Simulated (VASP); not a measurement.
# Mn (P6/mmm) in VASP: single point with PBEsol

Aim: the single point of Mn with PBEsol.

Everything below comes from runs of VASP 6.6.1. Logs are shortened: lines on timing, memory, paths and dates and some standing lists are left out, and cuts for length are marked.

### 1 The cell of the first run

The structure is hexagonal, space group P6/mmm (No. 191). The conventional cell has a = 3.854 Å, b = 3.854 Å, c = 2.423 Å, α = 90.00°, β = 90.00°, γ = 120.00°. Within 3.2 Å of Mn (site symmetry 6/mmm) lie 14 Mn at 2.42 to 2.53 Å. Mn (site symmetry -6m2) has 11 Mn at 2.22 to 2.53 Å within 2.9 Å.

### 2 Single point, PBEsol, collinear spin, ferromagnetic start

The input, INCAR:

```
SYSTEM = Mn
PREC = Accurate ; ENCUT = 520
EDIFF = 1E-6 ; ISMEAR = -1
SIGMA = 0.05 ; LREAL = .False.
LASPH = .True. ; NELM = 150
ALGO = Normal ; ISIF = 2
LWAVE = .False. ; LCHARG = .False.
ISPIN = 2 ; MAGMOM = 3 3 3
LORBIT = 11 ; LMAXMIX = 4
GGA = PS ; NBANDS = 30
```

The input, KPOINTS:

```
Automatic mesh
0
Gamma
  12 12 17
  0 0 0
```

The input, POSCAR:

```
Mn
1.0
    3.8536154231      0.0000000000      0.0000000000
   -1.9268077115      3.3373288529      0.0000000000
    0.0000000000      0.0000000000      2.4234851990
Mn
3
Direct
    0.0000000000      0.0000000000      0.0000000000
    0.3333333333      0.6666666667      0.5000000000
    0.6666666667      0.3333333333      0.5000000000
```

Potentials or basis: VASP PAW PBE potentials, release 64 (Mn_pv).

Started as:

```bash
> cat potpaw_PBE.64/Mn_pv/POTCAR > POTCAR
> mpirun -np 1 vasp_std > vasp.out
```

OUTCAR:

```text
SYSTEM = Mn
   PREC = Accurate
   ENCUT = 520
   EDIFF = 1E-6
   ISMEAR = -1
   LREAL = .False.
   LASPH = .True.
   NELM = 150
   ISIF = 2
   ISPIN = 2
   LORBIT = 11
   GGA = PS

 ion  position               nearest neighbor table
   1  0.000  0.000  0.000-   2 2.53   3 2.53   2 2.53   3 2.53   3 2.53   3 2.53   2 2.53   2 2.53
                             3 2.53   3 2.53   2 2.53   2 2.53
   2  0.333  0.667  0.500-   3 2.22   3 2.22   3 2.22   1 2.53   1 2.53   1 2.53   1 2.53   1 2.53
                             1 2.53
   3  0.667  0.333  0.500-   2 2.22   2 2.22   2 2.22   1 2.53   1 2.53   1 2.53   1 2.53   1 2.53
                             1 2.53

  LATTYP: Found a hexagonal cell.
 ALAT       =     3.8536154231
 C/A-ratio  =     0.6288861064

  Lattice vectors:

 A1 = (   3.8536154231,   0.0000000000,   0.0000000000)
 A2 = (  -1.9268077115,   3.3373288529,   0.0000000000)
 A3 = (   0.0000000000,   0.0000000000,   2.4234851990)

Analysis of symmetry for initial positions (statically):
=====================================================================
 Subroutine PRICEL returns:
 Original cell was already a primitive cell.

 Routine SETGRP: Setting up the symmetry group for a
 hexagonal supercell.

 Subroutine GETGRP returns: Found 24 space group operations
 (whereof 24 operations were pure point group operations)
 out of a pool of 24 trial point group operations.

The static configuration has the point symmetry D_6h.

Analysis of symmetry for dynamics (positions and initial velocities):
=====================================================================
 Subroutine PRICEL returns:
 Original cell was already a primitive cell.

 Routine SETGRP: Setting up the symmetry group for a
 hexagonal supercell.

 Subroutine GETGRP returns: Found 24 space group operations
 (whereof 24 operations were pure point group operations)
 out of a pool of 24 trial point group operations.

The dynamic configuration has the point symmetry D_6h.

Analysis of structural, dynamic, and magnetic symmetry:
=====================================================================
 Subroutine PRICEL returns:
 Original cell was already a primitive cell.

 Routine SETGRP: Setting up the symmetry group for a
 hexagonal supercell.

 Subroutine GETGRP returns: Found 24 space group operations
 (whereof 24 operations were pure point group operations)
 out of a pool of 24 trial point group operations.

The overall configuration has the point symmetry D_6h.

 Subroutine INISYM returns: Found 24 space group operations
 (whereof 24 operations are pure point group operations),
 and found     1 'primitive' translations

----------------------------------------------------------------------------------------

                                     Primitive cell

  volume of cell :      31.1679

  direct lattice vectors                    reciprocal lattice vectors
     3.853615423  0.000000000  0.000000000     0.259496574  0.149820417  0.000000000
    -1.926807711  3.337328853  0.000000000     0.000000000  0.299640834  0.000000000
     0.000000000  0.000000000  2.423485199     0.000000000  0.000000000  0.412628887

  length of vectors
     3.853615423  3.853615423  2.423485199     0.299640834  0.299640834  0.412628887

  position of ions in fractional coordinates (direct lattice)
     0.000000000  0.000000000  0.000000000
     0.333333333  0.666666667  0.500000000
     0.666666667  0.333333333  0.500000000

  ion indices of the primitive-cell ions
   primitive index   ion index
                 1           1
                 2           2
                 3           3

----------------------------------------------------------------------------------------

 KPOINTS: Automatic mesh

Automatic generation of k-mesh.
 Grid dimensions read from file:
 generate k-points for:   12   12   17

 Generating k-lattice:

  Cartesian coordinates                     Fractional coordinates (reciprocal lattice)
     0.021624715  0.012485035  0.000000000     0.083333333  0.000000000  0.000000000
     0.000000000  0.024970069  0.000000000     0.000000000  0.083333333  0.000000000
     0.000000000  0.000000000  0.024272287     0.000000000  0.000000000  0.058823529

  Length of vectors
     0.024970069  0.024970069  0.024272287

  Shift w.r.t. Gamma in fractional coordinates (k-lattice)
     0.000000000  0.000000000  0.000000000

 Subroutine IBZKPT returns following result:
 ===========================================

 Found    171 irreducible k-points:

 Following reciprocal coordinates:
            Coordinates               Weight
  0.000000  0.000000  0.000000      1.000000
  0.083333  0.000000  0.000000      6.000000
  0.166667  0.000000  0.000000      6.000000
  0.250000  0.000000  0.000000      6.000000
  0.333333  0.000000  0.000000      6.000000
  0.416667  0.000000  0.000000      6.000000
[... 16 lines left out ...]
  0.250000  0.000000  0.058824     12.000000
  0.333333  0.000000  0.058824     12.000000
 [... further k-points ...]
   k-points           NKPTS =    171   k-points in BZ     NKDIM =    171   number of bands    NBANDS=     30
   number of dos      NEDOS =    301   number of ions     NIONS =      3
   total plane-waves  NPLWV =  16200
   dimension x,y,z NGX =    30 NGY =   30 NGZ =   18
   dimension x,y,z NGXF=    60 NGYF=   60 NGZF=   36
   ions per type =               3
   NGX,Y,Z   is equivalent  to a cutoff of  12.94, 12.94, 12.35 a.u.
   NGXF,Y,Z  is equivalent  to a cutoff of  25.88, 25.88, 24.70 a.u.
 SYSTEM =  Mn
   PREC   = accura    normal or accurate (medium, high low for compatibility)
   ISTART =      0    job   : 0-new  1-cont  2-samecut
   ICHARG =      2    charge: 1-file 2-atom 10-const
   ISPIN  =      2    spin polarized calculation?
   LNONCOLLINEAR =      F non collinear calculations
   LSORBIT =      F    spin-orbit coupling
   LASPH  =      T    aspherical Exc in radial PAW
   ENCUT  =  520.0 eV  38.22 Ry    6.18 a.u.   7.17  7.17  4.51*2*pi/ulx,y,z
   NELM   =    150;   NELMIN=  2; NELMDL= -5     # of ELM steps
   EDIFF  = 0.1E-05   stopping-criterion for ELM
   LREAL  =      F    real-space projection
   EDIFFG = 0.1E-04   stopping-criterion for IOM
   NSW    =      0    number of steps for IOM
   IBRION =     -1    ionic relax: 0-MD 1-quasi-New 2-CG
   NFREE  =      0    steps in history (QN), initial steepest desc. (CG)
   ISIF   =      2    stress and relaxation
   ISYM   =      2    0-nonsym 1-usesym 2-fastsym
   POTIM  = 0.5000    time-step for ionic-motion
   TEBEG  =    0.0;   TEEND  =   0.0 temperature during run
   PSTRESS=    0.0 pullay stress
   NELECT =      39.0000    total number of electrons
   NUPDOWN=      -1.0000    fix difference up-down
   EMIN   =  10.00;   EMAX   =-10.00  energy-range for DOS
   EFERMI =   0.00;   METHOD = LEGACY
   ISMEAR =    -1;   SIGMA  =   0.05  broadening in eV -4-tet -1-fermi 0-gaus
   EFERMI_NEDOS =   21; number of points for ismear=-14 and -15
   IALGO  =     38    algorithm
   IMIX   =      4    mixing-type and parameters
     AMIX     =   0.40;   BMIX     =  1.00
     AMIX_MAG =   1.60;   BMIX_MAG =  1.00
  volume/ion in A,a.u.               =      10.39        70.11
  Fermi-wavevector in a.u.,A,eV,Ry     =   1.764116  3.333696 42.342759  3.112105
  Thomas-Fermi vector in A             =   2.832158
   LORBIT       =     11    0 simple, 1 ext, 2 COOP (PROOUT), +10 PAW based schemes
   GGA     = PS    functional components
   LHFCALC =     F    Hartree Fock is set to
   AEXX    =    0.0000 exact exchange contribution
   IVDW    =     0    specifies the selected vdW correction
   LEPSILON=     F    determine dielectric tensor
   LRPA    =     F    only Hartree local field effects (RPA)
 spin polarized calculation
  energy-cutoff  :      520.00
  volume of cell :       31.17
 maximum number of plane-waves:       857
 NGX is ok and might be reduce to    30
   NGX = 15   NGY = 15   NGZ =  9

 number of electron      39.0000086 magnetization       0.0025991

 number of electron      39.0000086 magnetization      -0.0001163

 Free energy of the ion-electron system (eV)
  ---------------------------------------------------
  ext. energy  EPLUGINS =         0.00000000
  ---------------------------------------------------
  free energy    TOTEN  =       -28.99742186 eV

  energy without entropy =      -28.97191404  energy(sigma->0) =      -28.98466795

 E-fermi :  10.7342     XC(G=0): -14.3813

 val. band max:       10.7277283096   @ k =   0.0000   0.0000   0.1176
 cond. band min:      10.7360328579   @ k =   0.1667   0.0000   0.2353
 fundamental gap:      0.0083045482
 Fermi energy:        10.7342475904

 spin component 1

 k-point     1 :       0.0000    0.0000    0.0000
  band No.  band energies     occupation
      1     -37.4002      1.00000
      2     -37.4002      1.00000
      3     -37.0289      1.00000
      4     -37.0289      1.00000
      5     -36.8926      1.00000
      6     -36.6811      1.00000
[... 781 lines left out ...]
     29      25.7902      0.00000
     30      26.6730      0.00000

 [... further k-points ...]

 spin component 2

 k-point     1 :       0.0000    0.0000    0.0000
  band No.  band energies     occupation
      1     -37.4001      1.00000
      2     -37.4001      1.00000
      3     -37.0291      1.00000
      4     -37.0291      1.00000
      5     -36.8925      1.00000
      6     -36.6810      1.00000
[... 781 lines left out ...]
     29      25.7902      0.00000
     30      26.6730      0.00000

 [... further k-points ...]

------------------------ aborting loop because EDIFF is reached ----------------------------------------

  FORCE on cell =-STRESS in cart. coord.  units (eV):
  Direction    XX          YY          ZZ          XY          YZ          ZX
  --------------------------------------------------------------------------------------
  -------------------------------------------------------------------------------------
  Total       -0.0216877     -0.0216877      0.0449632     -0.0000000     -0.0000000     -0.0000000
  in kB       -1.1148519     -1.1148519      2.3113207     -0.0000000     -0.0000000     -0.0000000
  external PRESSURE =       0.0272057 kB  Pullay stress =       0.0000000 kB

 VOLUME and BASIS-vectors are now :
 -----------------------------------------------------------------------------
  energy-cutoff  :      520.00
  volume of cell :       31.17
      direct lattice vectors                 reciprocal lattice vectors
     3.853615423  0.000000000  0.000000000     0.259496574  0.149820417  0.000000000
    -1.926807711  3.337328853  0.000000000     0.000000000  0.299640834  0.000000000
     0.000000000  0.000000000  2.423485199     0.000000000  0.000000000  0.412628887

 POSITION                                       TOTAL-FORCE (eV/Angst)
 -----------------------------------------------------------------------------------
      0.00000      0.00000      0.00000        -0.000000      0.000000      0.000000
     -0.00000      2.22489      1.21174        -0.000000      0.000000      0.000000
      1.92681      1.11244      1.21174         0.000000     -0.000000     -0.000000
 -----------------------------------------------------------------------------------
    total drift:                               -0.000000      0.000000      0.000000

  FREE ENERGIE OF THE ION-ELECTRON SYSTEM (eV)
  ---------------------------------------------------
  free  energy   TOTEN  =       -28.9974218585 eV

  energy  without entropy=      -28.9719140450  energy(sigma->0) =      -28.98466795

 total charge

# of ion       s       p       d       tot
------------------------------------------
    1        0.419   6.411   5.179  12.009
    2        0.450   6.433   5.244  12.127
    3        0.450   6.433   5.244  12.127
--------------------------------------------------
tot          1.319  19.277  15.667  36.263

 magnetization (x)

# of ion       s       p       d       tot
------------------------------------------
    1       -0.000  -0.000  -0.000  -0.000
    2        0.000   0.000   0.000   0.000
    3        0.000   0.000   0.000   0.000
--------------------------------------------------
tot          0.000   0.000  -0.000  -0.000
```

Run time: 5.1 min. Hardware: 1 thread of Intel Xeon Platinum 8488C (Sapphire Rapids), shared host; peak memory 0.31 GiB.

What came out:

```
Free energy                                           : -28.9974 eV
Pressure                                              : 0.0 GPa
Net moment                                            : 0.00 μB per cell
Valence electrons inside the program's atomic spheres : Mn 12.01, 12.13
```

Levels at points of the mesh, in eV from the Fermi level:
Spin up:
| k point | band 17 | band 18 | band 19 | band 20 | band 21 | band 22 |
| --- | --- | --- | --- | --- | --- | --- |
| (0.00, 0.00, 0.00) | -1.14 | -0.55 | -0.55 | -0.11 | -0.11 | 0.01 |
| (0.50, 0.00, 0.00) | -1.15 | -1.01 | 0.06 | 0.15 | 1.29 | 1.34 |
Spin down:
```
           k point  band 16  band 17  band 18  band 19  band 20  band 21  band 22  band 23
(0.00, 0.00, 0.00)    -1.74    -1.14    -0.55    -0.55    -0.11    -0.11     0.01     0.01
(0.50, 0.00, 0.00)    -1.58    -1.15    -1.01     0.06     0.15     1.29     1.34     1.49
```

Caveat: the starting moments collapsed, and a magnetic state may lie lower; the PAW data sets were made with another functional, which shifts forces and pressure a little.
